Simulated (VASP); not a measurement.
CsPbBr3: single point with PBEsol

Crystal: CsPbBr3.

```xyz
5
Lattice="5.6939 0.0000 0.0000 0.0000 5.6939 0.0000 0.0000 0.0000 6.0461" Properties=species:S:1:pos:R:3 pbc="T T T"
Cs    0.0000    0.0000    0.0000
Pb    2.8470    2.8470    3.0231
Br    0.0000    2.8470    3.0231
Br    2.8470    0.0000    3.0231
Br    2.8470    2.8470    0.0000
```

This cell differs from its parent crystal: strain -0.030 along x and y, +0.030 along z.

```
Program                : VASP 6.6.1
Task                   : single point
Functional             : PBEsol
Potentials or basis    : VASP PAW PBE potentials, release 64 (Cs_sv, Pb_d, Br)
Cutoff                 : 520 eV
k mesh                 : 6 × 6 × 6
Occupations            : gaussian, width 0.05 eV
Spin                   : no spin polarisation
Dipole correction      : no
Further INCAR settings : ALGO = Normal; EDIFF = 1e-07; NBANDS = 30
```

```json
{
  "Pressure": "1.0 GPa",
  "Band gap on the k mesh": "0.96 eV"
}
```

Stress tensor (GPa, compression positive):
```
 1.92  0.00  0.00
 0.00  1.92  0.00
 0.00  0.00 -0.97
```

Levels at points of the mesh, in eV from the valence-band top:
| k point | band 18 | band 19 | band 20 | band 21 | band 22 | band 23 | band 24 | band 25 | band 26 | band 27 |
| --- | --- | --- | --- | --- | --- | --- | --- | --- | --- | --- |
| (0.00, 0.00, 0.00) | -2.44 | -2.44 | -2.32 | -2.32 | -2.32 | 2.64 | 3.66 | 3.80 | 4.43 | 4.43 |
| (0.50, 0.00, 0.00) | -2.66 | -2.61 | -2.45 | -2.45 | -1.45 | 2.45 | 4.22 | 4.56 | 4.76 | 4.95 |
| (0.50, 0.50, 0.00) | -2.64 | -2.64 | -2.53 | -1.90 | -0.54 | 1.86 | 1.86 | 4.03 | 4.90 | 5.39 |
| (0.00, 0.00, 0.50) | -2.51 | -2.51 | -2.45 | -2.45 | -1.88 | 2.26 | 4.02 | 4.58 | 4.68 | 5.14 |
| (0.50, 0.00, 0.50) | -2.73 | -2.62 | -2.54 | -1.99 | -0.90 | 1.65 | 2.06 | 4.85 | 5.03 | 5.26 |
| (0.50, 0.50, 0.50) | -2.52 | -1.97 | -1.97 | -1.89 | 0.00 | 0.96 | 1.38 | 1.38 | 4.14 | 4.81 |

Wall time 100 s on 1 thread of Intel(R) Xeon(R) 6975P-C (Granite Rapids), on a shared host, peak memory 0.41 GiB.

Caveat: the cell differs from its parent crystal (strain -0.030 along x and y, +0.030 along z); the PAW data sets were made with another functional, which shifts forces and pressure a little; spin-orbit coupling is left out, which moves the levels of the heavy elements. A k mesh can miss the band edges.
